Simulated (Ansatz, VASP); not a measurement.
# One calculation of BiO3, two programs

The input INCAR:

```
ALGO = Normal
EDIFF = 1E-6
EDIFFG = -0.04
ENCUT = 600
GGA = PE
IBRION = 2
ISIF = 3
ISMEAR = 0
LASPH = True
LCHARG = False
LREAL = Auto
LWAVE = False
NELM = 60
NSW = 90
PREC = Accurate
SIGMA = 0.1
```

Contents of KPOINTS:

```
k-points
0
Gamma
  4 4 4
```

Contents of POSCAR:

```
BiO3
1.0
    7.0644459900      0.0000000000      0.0000000000
    0.0000000000      7.0644459900      0.0000000000
    0.0000000000      0.0000000000      7.0644459900
Bi O
4 12
Direct
    0.8750000000      0.1250000000      0.6250000000
    0.3750000000      0.3750000000      0.3750000000
    0.1250000000      0.6250000000      0.8750000000
    0.6250000000      0.8750000000      0.1250000000
    0.6250000000      0.2850328100      0.5350328100
    0.1250000000      0.2149671900      0.4649671900
    0.0350328100      0.8750000000      0.7149671900
    0.9649671900      0.3750000000      0.7850328100
    0.7850328100      0.9649671900      0.3750000000
    0.7149671900      0.0350328100      0.8750000000
    0.2149671900      0.4649671900      0.1250000000
    0.2850328100      0.5350328100      0.6250000000
    0.4649671900      0.1250000000      0.2149671900
    0.5350328100      0.6250000000      0.2850328100
    0.8750000000      0.7149671900      0.0350328100
    0.3750000000      0.7850328100      0.9649671900
```

Input for Ansatz:

```yaml
crystal:
  lattice:
    - [7.06444599, 0.0, 0.0]
    - [0.0, 7.06444599, 0.0]
    - [0.0, 0.0, 7.06444599]
  atoms:
    - { symbol: Bi, position: [0.875, 0.125, 0.625] }
    - { symbol: Bi, position: [0.375, 0.375, 0.375] }
    - { symbol: Bi, position: [0.125, 0.625, 0.875] }
    - { symbol: Bi, position: [0.625, 0.875, 0.125] }
    - { symbol: O, position: [0.625, 0.28503281, 0.53503281] }
    - { symbol: O, position: [0.125, 0.21496719, 0.46496719] }
    - { symbol: O, position: [0.03503281, 0.875, 0.71496719] }
    - { symbol: O, position: [0.96496719, 0.375, 0.78503281] }
    - { symbol: O, position: [0.78503281, 0.96496719, 0.375] }
    - { symbol: O, position: [0.71496719, 0.03503281, 0.875] }
    - { symbol: O, position: [0.21496719, 0.46496719, 0.125] }
    - { symbol: O, position: [0.28503281, 0.53503281, 0.625] }
    - { symbol: O, position: [0.46496719, 0.125, 0.21496719] }
    - { symbol: O, position: [0.53503281, 0.625, 0.28503281] }
    - { symbol: O, position: [0.875, 0.71496719, 0.03503281] }
    - { symbol: O, position: [0.375, 0.78503281, 0.96496719] }
basis:
  ecutwfc: 420
kpoints:
  mp_grid: { grid: [4, 4, 4] }
hamiltonian:
  xc: pbe
scf:
  occupations: { method: gaussian, width: 0.1 }
  lower_state_search: "off"
output:
  forces: true
  stress: true
  eigenvalues: true
relax:
  adjacent_minimum: "off"
  f_tol: 0.04
  max_steps: 70
  cell: { stress_tol: 0.4 }
```

Alike in both runs: task relaxation of cell and atoms; functional PBE; k mesh 4 × 4 × 4; occupations gaussian, width 0.1 eV; no spin polarisation.

|  | VASP | Ansatz |
| --- | --- | --- |
| version | VASP 6.6.1 | Ansatz 0.2.0 |
| potentials or method | VASP PAW PBE potentials, release 64 (Bi_d, O), cutoff 600 eV | scalar-relativistic, plane waves, PAW |
| valence electrons in the cell | 132 | 132 |

Ansatz gave:

* gap on the k mesh at the Fermi level, each at its own relaxed structure (eV): none
* relaxed volume (Å³/atom): 18.69
* relaxed cell length with the largest relative difference (Å): 6.687

**Question.** What did VASP give for the same quantities?

**Answer.** gap on the k mesh at the Fermi level, each at its own relaxed structure (eV): none; relaxed volume (Å³/atom): 18.77; relaxed cell length with the largest relative difference (Å): 6.697.

A gap of «none» marks a metal or a gap that the smearing closes.

Neither program's run includes spin-orbit coupling.
